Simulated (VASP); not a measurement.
# BAs (F-43m) in VASP: vibrations by perturbation theory with LDA

Aim: the vibrations by perturbation theory of BAs with LDA.

Program: VASP 6.6.1. These are calculated values, not measurements. Logs are shortened: lines on timing, memory, paths and dates and some standing lists are left out, and cuts for length are marked.

### Step 1. The cell of the first run

The structure is cubic, space group F-43m (No. 216). The conventional cell has a = 4.733 Å, b = 4.733 Å, c = 4.733 Å, α = 90.00°, β = 90.00°, γ = 90.00°. Within 2.7 Å of B (site symmetry -43m) lie 4 As at 2.05 Å. Within 2.7 Å of As (site symmetry -43m) lie 4 B at 2.05 Å.

### Step 2. Vibrations by perturbation theory, LDA

INCAR reads:

```
SYSTEM = BAs
ALGO = Normal
EDIFF = 1E-8
ENCUT = 500
GGA = CA
GGA_COMPAT = .FALSE.
IBRION = 8
ISIF = 2
ISMEAR = 0
LASPH = .TRUE.
LCHARG = .FALSE.
LREAL = .FALSE.
LWAVE = .FALSE.
NBANDS = 11
NELM = 120
NSW = 1
PREC = Accurate
SIGMA = 0.01
```

KPOINTS reads:

```
k-points
0
G
  6 6 6
  0 0 0
```

POSCAR reads:

```
BAs
1.0
    0.0000000000      2.3663118535      2.3663118535
    2.3663118535      0.0000000000      2.3663118535
    2.3663118535      2.3663118535      0.0000000000
B As
1 1
Direct
    0.0000000000      0.0000000000      0.0000000000
    0.2500000000      0.2500000000      0.2500000000
```

Potentials or basis: VASP PAW LDA potentials, release 64 (B, As).

Started as:

```sh
cat potpaw_LDA.64/B/POTCAR potpaw_LDA.64/As/POTCAR > POTCAR
mpirun -np 1 vasp_std > vasp.out
```

OUTCAR:

```text
SYSTEM = BAs
   EDIFF = 1E-8
   ENCUT = 500
   GGA = CA
   IBRION = 8
   ISIF = 2
   ISMEAR = 0
   LASPH = .TRUE.
   LREAL = .FALSE.
   NELM = 120
   NSW = 1
   PREC = Accurate

 ion  position               nearest neighbor table
   1  0.000  0.000  0.000-   2 2.05   2 2.05   2 2.05   2 2.05
   2  0.250  0.250  0.250-   1 2.05   1 2.05   1 2.05   1 2.05

  LATTYP: Found a face centered cubic cell.
 ALAT       =     4.7326237070

  Lattice vectors:

 A1 = (   0.0000000000,   2.3663118535,   2.3663118535)
 A2 = (   2.3663118535,   0.0000000000,   2.3663118535)
 A3 = (   2.3663118535,   2.3663118535,   0.0000000000)

Analysis of symmetry for initial positions (statically):
=====================================================================
 Subroutine PRICEL returns:
 Original cell was already a primitive cell.

 Routine SETGRP: Setting up the symmetry group for a
 face centered cubic supercell.

 Subroutine GETGRP returns: Found 24 space group operations
 (whereof 24 operations were pure point group operations)
 out of a pool of 48 trial point group operations.

The static configuration has the point symmetry T_d .

Analysis of symmetry for dynamics (positions and initial velocities):
=====================================================================
 Subroutine PRICEL returns:
 Original cell was already a primitive cell.

 Routine SETGRP: Setting up the symmetry group for a
 face centered cubic supercell.

 Subroutine GETGRP returns: Found 24 space group operations
 (whereof 24 operations were pure point group operations)
 out of a pool of 48 trial point group operations.

The dynamic configuration has the point symmetry T_d .

 Subroutine INISYM returns: Found 24 space group operations
 (whereof 24 operations are pure point group operations),
 and found     1 'primitive' translations

----------------------------------------------------------------------------------------

                                     Primitive cell

  volume of cell :      26.5000

  direct lattice vectors                    reciprocal lattice vectors
     0.000000000  2.366311854  2.366311854    -0.211299284  0.211299284  0.211299284
     2.366311854  0.000000000  2.366311854     0.211299284 -0.211299284  0.211299284
     2.366311854  2.366311854  0.000000000     0.211299284  0.211299284 -0.211299284

  length of vectors
     3.346470316  3.346470316  3.346470316     0.365981095  0.365981095  0.365981095

  position of ions in fractional coordinates (direct lattice)
     0.000000000  0.000000000  0.000000000
     0.250000000  0.250000000  0.250000000

  ion indices of the primitive-cell ions
   primitive index   ion index
                 1           1
                 2           2

----------------------------------------------------------------------------------------

 KPOINTS: k-points

Automatic generation of k-mesh.
 Grid dimensions read from file:
 generate k-points for:    6    6    6

 Generating k-lattice:

  Cartesian coordinates                     Fractional coordinates (reciprocal lattice)
    -0.035216547  0.035216547  0.035216547     0.166666667  0.000000000  0.000000000
     0.035216547 -0.035216547  0.035216547     0.000000000  0.166666667  0.000000000
     0.035216547  0.035216547 -0.035216547     0.000000000  0.000000000  0.166666667

  Length of vectors
     0.060996849  0.060996849  0.060996849

  Shift w.r.t. Gamma in fractional coordinates (k-lattice)
     0.000000000  0.000000000  0.000000000

 Subroutine IBZKPT returns following result:
[... 69 lines left out ...]
   LEPSILON=     F    determine dielectric tensor
   LRPA    =     F    only Hartree local field effects (RPA)
 non-spin polarized calculation
 Gauss-broadening in eV      SIGMA  =   0.01
  energy-cutoff  :      500.00
  volume of cell :       26.50
 maximum number of plane-waves:       692
   NGX = 13   NGY = 13   NGZ = 13

--------------------------------------- Ionic step        1  -------------------------------------------

 number of electron       8.0000001 magnetization

 Free energy of the ion-electron system (eV)
  ---------------------------------------------------
  ext. energy  EPLUGINS =         0.00000000
  ---------------------------------------------------
  free energy    TOTEN  =       -12.90670899 eV

  energy without entropy =      -12.90670899  energy(sigma->0) =      -12.90670899

 E-fermi :   6.5946     XC(G=0): -10.8991

 val. band max:        6.4830150084   @ k =   0.0000   0.0000   0.0000
 cond. band min:       7.6840248805   @ k =   0.3333   0.3333   0.0000
 fundamental gap:      1.2010098721
 Fermi energy:         6.5946326792

 k-point     1 :       0.0000    0.0000    0.0000
  band No.  band energies     occupation
      1      -9.1528      2.00000
      2       6.4830      2.00000
      3       6.4830      2.00000
      4       6.4830      2.00000
      5       9.7659      0.00000
      6       9.7659      0.00000
      7       9.7659      0.00000
      8      11.5356      0.00000
      9      15.9768      0.00000
     10      19.6289      0.00000
     11      19.6289      0.00000
[... 198 lines left out ...]
  band No.  band energies     occupation
      1      -4.7394      2.00000
      2      -1.7471      2.00000
      3       1.1600      2.00000
      4       1.3527      2.00000
      5      10.2301      0.00000
      6      10.4358      0.00000
      7      15.2607      0.00000
      8      15.4387      0.00000
      9      18.8644      0.00000
     10      22.3701      0.00000
     11      22.4275      0.00000

------------------------ aborting loop because EDIFF is reached ----------------------------------------

  FORCE on cell =-STRESS in cart. coord.  units (eV):
  Direction    XX          YY          ZZ          XY          YZ          ZX
  --------------------------------------------------------------------------------------
  -------------------------------------------------------------------------------------
  Total        0.1587548      0.1587548      0.1587548     -0.0000000     -0.0000000      0.0000000
  in kB        9.5982393      9.5982393      9.5982393     -0.0000000     -0.0000000      0.0000000
  external PRESSURE =       9.5982393 kB  Pullay stress =       0.0000000 kB

 VOLUME and BASIS-vectors are now :
 -----------------------------------------------------------------------------
  energy-cutoff  :      500.00
  volume of cell :       26.50
      direct lattice vectors                 reciprocal lattice vectors
     0.000000000  2.366311854  2.366311854    -0.211299284  0.211299284  0.211299284
     2.366311854  0.000000000  2.366311854     0.211299284 -0.211299284  0.211299284
     2.366311854  2.366311854  0.000000000     0.211299284  0.211299284 -0.211299284

 POSITION                                       TOTAL-FORCE (eV/Angst)
 -----------------------------------------------------------------------------------
      0.00000      0.00000      0.00000         0.000000      0.000000      0.000000
      1.18316      1.18316      1.18316        -0.000000     -0.000000     -0.000000
 -----------------------------------------------------------------------------------
    total drift:                                0.000000      0.000000      0.000000

  FREE ENERGIE OF THE ION-ELECTRON SYSTEM (eV)
  ---------------------------------------------------
  free  energy   TOTEN  =       -12.9067089915 eV

  energy  without entropy=      -12.9067089915  energy(sigma->0) =      -12.90670899

[... ionic steps 2 to 3 ...]

--------------------------------------- Ionic step        4  -------------------------------------------

------------------------ aborting loop because EDIFF is reached ----------------------------------------

[... ionic steps 5 to 6 ...]

--------------------------------------- Ionic step        7  -------------------------------------------

 Free energy of the ion-electron system (eV)
  ---------------------------------------------------
  ---------------------------------------------------
  free energy    TOTEN  =        -0.03768290 eV

  energy without entropy =       -0.03768290

------------------------ aborting loop because EDIFF is reached ----------------------------------------

 INTERNAL STRAIN TENSOR  FOR ION    2  DIRECTION 1   (eV/Angst):
 -----------------------------------------------------------------------------
     0.00623  0.00000  0.00000
     0.00000  0.00020 -7.44479
     0.00000 -7.44479  0.00020

 INTERNAL STRAIN TENSOR FOR ION    2 for displacements in x,y,z  (eV/Angst):
          X           Y           Z          XY          YZ          ZX
  --------------------------------------------------------------------------------
  x    -0.00000     0.00000    -0.00000     0.00000    -7.44479     0.00000
  y     0.00000    -0.00000    -0.00000     0.00000     0.00000    -7.44479
  z     0.00000    -0.00000    -0.00000    -7.44479     0.00000     0.00000

 SECOND DERIVATIVES (NOT SYMMETRIZED)
 ------------------------------------
               1X          1Y          1Z          2X          2Y          2Z
  1X   -17.355268    0.000000    0.000000   17.355268    0.000000    0.000000
  1Y     0.000000  -17.355268    0.000000    0.000000   17.355268    0.000000
  1Z     0.000000    0.000000  -17.355268    0.000000    0.000000   17.355268
  2X    17.364282    0.000000    0.000000  -17.364282    0.000000    0.000000
  2Y     0.000000   17.364282    0.000000    0.000000  -17.364282    0.000000
  2Z     0.000000    0.000000   17.364282    0.000000    0.000000  -17.364282

 Eigenvectors and eigenvalues of the dynamical matrix
 ----------------------------------------------------

   1 f  =   21.189319 THz   133.136420 2PiTHz  706.799613 cm-1    87.631944 meV
             X         Y         Z           dx          dy          dz
      0.000000  0.000000  0.000000     0.000000    0.934795    0.000000
      1.183156  1.183156  1.183156     0.000000   -0.355187    0.000000
[... 21 lines left out ...]
   6 f/i=    0.001826 THz     0.011476 2PiTHz    0.060925 cm-1     0.007554 meV
             X         Y         Z           dx          dy          dz
      0.000000  0.000000  0.000000     0.000000    0.000000   -0.355187
      1.183156  1.183156  1.183156     0.000000    0.000000   -0.934795

--------------------------------------------------------------------------------------------------------

 ELASTIC MODULI CONTR FROM IONIC RELAXATION (kBar)
 Direction    XX          YY          ZZ          XY          YZ          ZX
 --------------------------------------------------------------------------------
 XX          -0.0000      0.0000      0.0000      0.0000     -0.0000      0.0000
 YY           0.0000     -0.0000      0.0000     -0.0000      0.0000     -0.0000
 ZZ           0.0000      0.0000     -0.0000     -0.0000     -0.0000     -0.0000
 XY           0.0000     -0.0000     -0.0000   -202.6053     -0.0000     -0.0000
 YZ          -0.0000      0.0000     -0.0000     -0.0000   -202.6053      0.0000
 ZX           0.0000     -0.0000     -0.0000     -0.0000      0.0000   -202.6053
 --------------------------------------------------------------------------------
```

It took 41 s on 1 thread of Intel Xeon 8259CL, shared host; peak memory 0.16 GiB.

Results:

```
Highest phonon frequency at Γ, LO-TO splitting left out : 707 cm⁻¹
```

Phonon frequencies in cm⁻¹ (negative: imaginary):
```
              q point        frequencies
(0.000, 0.000, 0.000)  0 0 0 707 707 707
```

Caveat: the k points lie up to 0.38 Å⁻¹ apart.
